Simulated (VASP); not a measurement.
Write the native input for VASP 6.6.1 that does the following.

```yaml
Task: single point
Functional: HSE06
Potentials_or_basis: VASP PAW PBE potentials, release 64 (Mg, O)
Cutoff: 520 eV
k_mesh: 6 × 6 × 6
Occupations: fermi-dirac, width 0.05 eV
Spin: no spin polarisation
Dipole_correction: no
Grid_for_exact_exchange_PRECFOCK: Normal
Further_INCAR_settings: ALGO = Normal; EDIFF = 1e-06; NBANDS = 11
Share_of_exact_exchange: 0.25
Screening_parameter: 0.2079 1/Å
```

Crystal: MgO.

```xyz
2
Lattice="0.0000 2.0970 2.0970 2.0970 0.0000 2.0970 2.0970 2.0970 0.0000" Properties=species:S:1:pos:R:3 pbc="T T T"
Mg    0.0000    0.0000    0.0000
O     2.0970    2.0970    2.0970
```

One way to write it, as run:

POSCAR

```
MgO
1.0
    0.0000000000      2.0970013927      2.0970013927
    2.0970013927      0.0000000000      2.0970013927
    2.0970013927      2.0970013927      0.0000000000
Mg O
1 1
Direct
    0.0000000000      0.0000000000      0.0000000000
    0.5000000000      0.5000000000      0.5000000000
```

INCAR.step1

```
ALGO = Normal
EDIFF = 1E-5
ENCUT = 520
GGA = PE
ISIF = 2
ISMEAR = -1
LASPH = T
LREAL = F
LWAVE = T
NBANDS = 11
NELM = 80
PREC = Accurate
SIGMA = 0.05
```

INCAR.step2

```
ALGO = Normal
EDIFF = 1E-6
ENCUT = 520
GGA = PE
HFSCREEN = 0.2079
ISIF = 2
ISMEAR = -1
ISTART = 1
LASPH = T
LCHARG = T
LELF = T
LHFCALC = T
LREAL = F
LVHAR = T
LWAVE = F
NBANDS = 11
NELM = 80
PREC = Accurate
PRECFOCK = Normal
SIGMA = 0.05
```

KPOINTS

```
k-points
0
Gamma
  6 6 6
```

Potentials or basis: VASP PAW PBE potentials, release 64 (Mg, O).

Command:

```sh
$ cat potpaw_PBE.64/Mg/POTCAR potpaw_PBE.64/O/POTCAR > POTCAR
$ cp INCAR.step1 INCAR
$ mpirun -np 1 vasp_std > vasp.out
$ cp INCAR.step2 INCAR
$ mpirun -np 1 vasp_std > vasp.out
```

It gave:

- Pressure: 0.6 GPa
- Band gap on the k mesh: 6.58 eV

Caveat: the k points lie up to 0.43 Å⁻¹ apart; the PAW data sets were made with another functional, which shifts forces and pressure a little.

Wall time 12 min on 1 thread of AMD EPYC 7R13 (shared host), peak memory 0.22 GiB.
